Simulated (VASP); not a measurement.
# SnGe3Te4 (Pm) in VASP: single point with PBE

Aim: the single point of SnGe3Te4 with PBE.

Everything below comes from runs of VASP 6.6.1. Logs are shortened: lines on timing, memory, paths and dates and some standing lists are left out, and cuts for length are marked.

## 1. The cell of the first run

It takes space group Pm (No. 6, monoclinic). The conventional cell has a = 4.488 Å, b = 4.297 Å, c = 12.399 Å, α = 90.00°, β = 92.71°, γ = 90.00°. Within 4.0 Å of Sn (site symmetry m) lie 6 Te at 3.04 to 3.33 Å. Within 3.8 Å of Ge (site symmetry m) lie 6 Te at 2.86 to 3.38 Å. Within 3.8 Å of Ge (site symmetry m) lie 6 Te at 2.86 to 3.38 Å. Ge (site symmetry m) has 6 Te at 2.84 to 3.47 Å within 3.7 Å. Within 3.8 Å of Te (site symmetry m) lie 5 Ge at 2.87 to 3.38 Å and 1 Sn at 3.33 Å. Te (site symmetry m) has 2 Ge at 2.86 to 3.47 Å and 4 Sn at 3.04 to 3.19 Å within 3.8 Å. Te (site symmetry m) has 5 Ge at 2.86 to 3.38 Å and 1 Sn at 3.06 Å within 3.8 Å. Within 3.7 Å of Te (site symmetry m) lie 6 Ge at 2.84 to 3.38 Å.

## 2. Single point, PBE

The input, INCAR:

```
SYSTEM = SnGe3Te4
ALGO = Normal
EDIFF = 1E-6
ENCUT = 520
GGA = PE
ISIF = 2
ISMEAR = 0
LASPH = .TRUE.
LCHARG = .TRUE.
LELF = .TRUE.
LREAL = .FALSE.
LVHAR = .TRUE.
LWAVE = .FALSE.
NBANDS = 50
NELM = 100
PREC = Accurate
SIGMA = 0.1
```

The input, KPOINTS:

```
k-points
0
G
  4 4 2
  0 0 0
```

The input, POSCAR:

```
SnGe3Te4
1.0
    4.4882340000      0.0000000000      0.0000000000
    0.0000000000      4.2968141000      0.0000000000
   -0.5870979000      0.0000000000     12.3853023000
Sn Ge Te
1 3 4
Direct
    0.0037020000      0.0000000000      0.4946210000
    0.0393080000      0.0000000000      0.9942350000
    0.5509550000      0.5000000000      0.7445420000
    0.5328340000      0.5000000000      0.2355610000
    0.9747780000      0.0000000000      0.7628540000
    0.4834680000      0.5000000000      0.5137530000
    0.9532530000      0.0000000000      0.2476300000
    0.4617020000      0.5000000000      0.0068050000
```

Potentials or basis: VASP PAW PBE potentials, release 64 (Sn_d, Ge_d, Te).

On the command line:

```sh
$ cat potpaw_PBE.64/Sn_d/POTCAR potpaw_PBE.64/Ge_d/POTCAR potpaw_PBE.64/Te/POTCAR > POTCAR
$ mpirun -np 1 vasp_std > vasp.out
```

OUTCAR:

```text
SYSTEM = SnGe3Te4
   EDIFF = 1E-6
   ENCUT = 520
   GGA = PE
   ISIF = 2
   ISMEAR = 0
   LASPH = .TRUE.
   LREAL = .FALSE.
   NELM = 100
   PREC = Accurate

 ion  position               nearest neighbor table
   1  0.004  0.000  0.495-   6 3.04   6 3.04   7 3.06   6 3.19   6 3.19   5 3.33
   2  0.039  0.000  0.994-   8 2.86   8 2.86   5 2.87   7 3.18
   3  0.551  0.500  0.745-   6 2.86   5 2.87   5 2.87   8 3.30
   4  0.533  0.500  0.236-   8 2.84   7 2.86   7 2.86
   5  0.975  0.000  0.763-   2 2.87   3 2.87   3 2.87   1 3.33
   6  0.483  0.500  0.514-   3 2.86   1 3.04   1 3.04   1 3.19   1 3.19
   7  0.953  0.000  0.248-   4 2.86   4 2.86   1 3.06   2 3.18
   8  0.462  0.500  0.007-   4 2.84   2 2.86   2 2.86   3 3.30

  LATTYP: Found a simple monoclinic cell.
 ALAT       =     4.4882340000
 B/A-ratio  =     0.9573507308
 C/A-ratio  =     2.7626031823
 COS(beta)  =    -0.0473496233

  Lattice vectors:

 A1 = (   4.4882340000,   0.0000000000,   0.0000000000)
 A2 = (   0.0000000000,   4.2968141000,   0.0000000000)
 A3 = (  -0.5870979000,   0.0000000000,  12.3853023000)

Analysis of symmetry for initial positions (statically):
=====================================================================
 Subroutine PRICEL returns:
 Original cell was already a primitive cell.

 Routine SETGRP: Setting up the symmetry group for a
 simple monoclinic supercell.

 Subroutine GETGRP returns: Found  2 space group operations
 (whereof  2 operations were pure point group operations)
 out of a pool of  4 trial point group operations.

The static configuration has the point symmetry C_1h.

Analysis of symmetry for dynamics (positions and initial velocities):
=====================================================================
 Subroutine PRICEL returns:
 Original cell was already a primitive cell.

 Routine SETGRP: Setting up the symmetry group for a
 simple monoclinic supercell.

 Subroutine GETGRP returns: Found  2 space group operations
 (whereof  2 operations were pure point group operations)
 out of a pool of  4 trial point group operations.

The dynamic configuration has the point symmetry C_1h.

 Subroutine INISYM returns: Found  2 space group operations
 (whereof  2 operations are pure point group operations),
 and found     1 'primitive' translations

----------------------------------------------------------------------------------------

                                     Primitive cell

  volume of cell :     238.8519

  direct lattice vectors                    reciprocal lattice vectors
     4.488234000  0.000000000  0.000000000     0.222804782  0.000000000  0.010561569
     0.000000000  4.296814100  0.000000000     0.000000000  0.232730571  0.000000000
    -0.587097900  0.000000000 12.385302300     0.000000000  0.000000000  0.080740863

  length of vectors
     4.488234000  4.296814100 12.399209532     0.223054966  0.232730571  0.080740863

  position of ions in fractional coordinates (direct lattice)
     0.003702000  0.000000000  0.494621000
     0.039308000  0.000000000  0.994235000
     0.550955000  0.500000000  0.744542000
     0.532834000  0.500000000  0.235561000
     0.974778000  0.000000000  0.762854000
     0.483468000  0.500000000  0.513753000
     0.953253000  0.000000000  0.247630000
     0.461702000  0.500000000  0.006805000

  ion indices of the primitive-cell ions
   primitive index   ion index
                 1           1
                 2           2
                 3           3
                 4           4
                 5           5
                 6           6
                 7           7
                 8           8

----------------------------------------------------------------------------------------

 KPOINTS: k-points

Automatic generation of k-mesh.
 Grid dimensions read from file:
 generate k-points for:    4    4    2

 Generating k-lattice:

  Cartesian coordinates                     Fractional coordinates (reciprocal lattice)
     0.055701196  0.000000000  0.002640392     0.250000000  0.000000000  0.000000000
     0.000000000  0.058182643  0.000000000     0.000000000  0.250000000  0.000000000
     0.000000000  0.000000000  0.040370432     0.000000000  0.000000000  0.500000000

  Length of vectors
     0.055763741  0.058182643  0.040370432

  Shift w.r.t. Gamma in fractional coordinates (k-lattice)
     0.000000000  0.000000000  0.000000000

 Subroutine IBZKPT returns following result:
 ===========================================

 Found     18 irreducible k-points:

 Following reciprocal coordinates:
            Coordinates               Weight
  0.000000  0.000000  0.000000      1.000000
  0.250000  0.000000  0.000000      2.000000
  0.500000  0.000000  0.000000      1.000000
  0.000000  0.250000  0.000000      2.000000
  0.250000  0.250000  0.000000      4.000000
  0.500000  0.250000  0.000000      2.000000
[... 10 lines left out ...]
  0.250000  0.500000  0.500000      2.000000
  0.500000  0.500000  0.500000      1.000000
   k-points           NKPTS =     18   k-points in BZ     NKDIM =     18   number of bands    NBANDS=     50
   number of dos      NEDOS =    301   number of ions     NIONS =      8
   total plane-waves  NPLWV = 110592
   dimension x,y,z NGX =    36 NGY =   32 NGZ =   96
   dimension x,y,z NGXF=    72 NGYF=   64 NGZF=  192
   ions per type =               1   3   4
   NGX,Y,Z   is equivalent  to a cutoff of  13.33, 12.38, 12.87 a.u.
   NGXF,Y,Z  is equivalent  to a cutoff of  26.67, 24.76, 25.74 a.u.
 SYSTEM =  SnGe3Te4
   PREC   = accura    normal or accurate (medium, high low for compatibility)
   ISTART =      0    job   : 0-new  1-cont  2-samecut
   ICHARG =      2    charge: 1-file 2-atom 10-const
   ISPIN  =      1    spin polarized calculation?
   LNONCOLLINEAR =      F non collinear calculations
   LSORBIT =      F    spin-orbit coupling
   LASPH  =      T    aspherical Exc in radial PAW
   ENCUT  =  520.0 eV  38.22 Ry    6.18 a.u.   8.35  7.99 23.05*2*pi/ulx,y,z
   NELM   =    100;   NELMIN=  2; NELMDL= -5     # of ELM steps
   EDIFF  = 0.1E-05   stopping-criterion for ELM
   LREAL  =      F    real-space projection
   EDIFFG = 0.1E-04   stopping-criterion for IOM
   NSW    =      0    number of steps for IOM
   IBRION =     -1    ionic relax: 0-MD 1-quasi-New 2-CG
   NFREE  =      0    steps in history (QN), initial steepest desc. (CG)
   ISIF   =      2    stress and relaxation
   ISYM   =      2    0-nonsym 1-usesym 2-fastsym
   POTIM  = 0.5000    time-step for ionic-motion
   TEBEG  =    0.0;   TEEND  =   0.0 temperature during run
   PSTRESS=    0.0 pullay stress
   NELECT =      80.0000    total number of electrons
   NUPDOWN=      -1.0000    fix difference up-down
   EMIN   =  10.00;   EMAX   =-10.00  energy-range for DOS
   EFERMI =   0.00;   METHOD = LEGACY
   ISMEAR =     0;   SIGMA  =   0.10  broadening in eV -4-tet -1-fermi 0-gaus
   EFERMI_NEDOS =   21; number of points for ismear=-14 and -15
   IALGO  =     38    algorithm
   IMIX   =      4    mixing-type and parameters
     AMIX     =   0.40;   BMIX     =  1.00
     AMIX_MAG =   1.60;   BMIX_MAG =  1.00
  volume/ion in A,a.u.               =      29.86       201.48
  Fermi-wavevector in a.u.,A,eV,Ry     =   1.136917  2.148461 17.586610  1.292579
  Thomas-Fermi vector in A             =   2.273622
   LORBIT       =      0    0 simple, 1 ext, 2 COOP (PROOUT), +10 PAW based schemes
   GGA     = PE    functional components
   LHFCALC =     F    Hartree Fock is set to
   AEXX    =    0.0000 exact exchange contribution
   IVDW    =     0    specifies the selected vdW correction
   LEPSILON=     F    determine dielectric tensor
   LRPA    =     F    only Hartree local field effects (RPA)
 non-spin polarized calculation
 Gauss-broadening in eV      SIGMA  =   0.10
  energy-cutoff  :      520.00
  volume of cell :      238.85
 maximum number of plane-waves:      6462
 NGX is ok and might be reduce to    36
   NGX = 17   NGY = 15   NGZ = 47

 number of electron      80.0000001 magnetization

 Free energy of the ion-electron system (eV)
  ---------------------------------------------------
  ext. energy  EPLUGINS =         0.00000000
  ---------------------------------------------------
  free energy    TOTEN  =       -31.03775110 eV

  energy without entropy =      -31.03748807  energy(sigma->0) =      -31.03761958

 E-fermi :   5.7455     XC(G=0):  -9.4063

 val. band max:        5.5739280866   @ k =   0.5000   0.0000   0.0000
 cond. band min:       5.9078525426   @ k =   0.0000   0.5000   0.0000
 fundamental gap:      0.3339244560
 Fermi energy:         5.7455361728

 k-point     1 :       0.0000    0.0000    0.0000
  band No.  band energies     occupation
      1     -19.3161      2.00000
      2     -19.3111      2.00000
      3     -19.3058      2.00000
      4     -19.3053      2.00000
      5     -19.3019      2.00000
      6     -19.2822      2.00000
[... 42 lines left out ...]
     49       9.3904      0.00000
     50       9.6775      0.00000

 k-point     2 :       0.2500    0.0000    0.0000
  band No.  band energies     occupation
      1     -19.3159      2.00000
      2     -19.3114      2.00000
      3     -19.3059      2.00000
      4     -19.3050      2.00000
      5     -19.3017      2.00000
      6     -19.2825      2.00000
[... 42 lines left out ...]
     49       8.6780      0.00000
     50       8.9381      0.00000

 k-point     3 :       0.5000    0.0000    0.0000
  band No.  band energies     occupation
      1     -19.3158      2.00000
      2     -19.3117      2.00000
      3     -19.3061      2.00000
      4     -19.3048      2.00000
      5     -19.3015      2.00000
      6     -19.2829      2.00000
[... 42 lines left out ...]
     49       7.1410      0.00000
     50       7.2277      0.00000

 k-point     4 :       0.0000    0.2500    0.0000
  band No.  band energies     occupation
      1     -19.3153      2.00000
      2     -19.3118      2.00000
      3     -19.3062      2.00000
      4     -19.3051      2.00000
      5     -19.3016      2.00000
      6     -19.2831      2.00000
[... 681 lines left out ...]
 k-point    17 :       0.2500    0.5000    0.5000
  band No.  band energies     occupation
      1     -19.3143      2.00000
      2     -19.3131      2.00000
      3     -19.3068      2.00000
      4     -19.3047      2.00000
      5     -19.3009      2.00000
      6     -19.2843      2.00000
[... 42 lines left out ...]
     49       9.4299      0.00000
     50       9.5303      0.00000

 k-point    18 :       0.5000    0.5000    0.5000
  band No.  band energies     occupation
      1     -19.3142      2.00000
      2     -19.3135      2.00000
      3     -19.3069      2.00000
      4     -19.3046      2.00000
      5     -19.3005      2.00000
      6     -19.2847      2.00000
[... 42 lines left out ...]
     49      10.8626      0.00000
     50      10.8930      0.00000

------------------------ aborting loop because EDIFF is reached ----------------------------------------

  FORCE on cell =-STRESS in cart. coord.  units (eV):
  Direction    XX          YY          ZZ          XY          YZ          ZX
  --------------------------------------------------------------------------------------
  -------------------------------------------------------------------------------------
  Total       -0.6319836     -0.0608812     -0.0410638      0.0000000      0.0000000      0.0360390
  in kB       -4.2392369     -0.4083805     -0.2754491      0.0000000      0.0000000      0.2417436
  external PRESSURE =      -1.6410222 kB  Pullay stress =       0.0000000 kB

 VOLUME and BASIS-vectors are now :
 -----------------------------------------------------------------------------
  energy-cutoff  :      520.00
  volume of cell :      238.85
      direct lattice vectors                 reciprocal lattice vectors
     4.488234000  0.000000000  0.000000000     0.222804782  0.000000000  0.010561569
     0.000000000  4.296814100  0.000000000     0.000000000  0.232730571  0.000000000
    -0.587097900  0.000000000 12.385302300     0.000000000  0.000000000  0.080740863

 POSITION                                       TOTAL-FORCE (eV/Angst)
 -----------------------------------------------------------------------------------
     -0.27378      0.00000      6.12603         0.047272      0.000000     -0.019554
     -0.40729      0.00000     12.31390         0.068732      0.000000     -0.006192
      2.03570      2.14841      9.22138         0.048504      0.000000      0.021230
      2.25319      2.14841      2.91749         0.073677      0.000000      0.001667
      3.92716      0.00000      9.44818        -0.062843      0.000000     -0.032967
      1.86829      2.14841      6.36299        -0.031232      0.000000      0.023142
      4.13304      0.00000      3.06697        -0.083265      0.000000      0.000939
      2.06823      2.14841      0.08428        -0.060845      0.000000      0.011735
 -----------------------------------------------------------------------------------
    total drift:                               -0.000281      0.000000     -0.000492

  FREE ENERGIE OF THE ION-ELECTRON SYSTEM (eV)
  ---------------------------------------------------
  free  energy   TOTEN  =       -31.0377511019 eV

  energy  without entropy=      -31.0374880674  energy(sigma->0) =      -31.03761958
```

Wall time 3.2 min (1 thread of Intel Xeon Platinum 8259CL at 2.50GHz (Skylake/Cascade Lake), shared host); peak memory 0.43 GiB.

What came out:

| Property | Result |
| --- | --- |
| Free energy | -31.0378 eV |
| Pressure | -0.2 GPa |
| Largest force | 0.083 eV/Å |
| Band gap on the k mesh | 0.33 eV (least direct gap 0.36 eV) |

Forces on the atoms (eV/Å):
```
Sn   0.047  0.000 -0.020
Ge   0.069  0.000 -0.006
Ge   0.049  0.000  0.021
Ge   0.074  0.000  0.002
Te  -0.063  0.000 -0.033
Te  -0.031  0.000  0.023
Te  -0.083  0.000  0.001
Te  -0.061  0.000  0.012
```

Stress tensor (GPa, compression positive):
```
-0.42  0.00  0.02
 0.00 -0.04  0.00
 0.02  0.00 -0.03
```

Caveat: spin-orbit coupling is left out, which moves the levels of the heavy elements. A k mesh can miss the band edges.
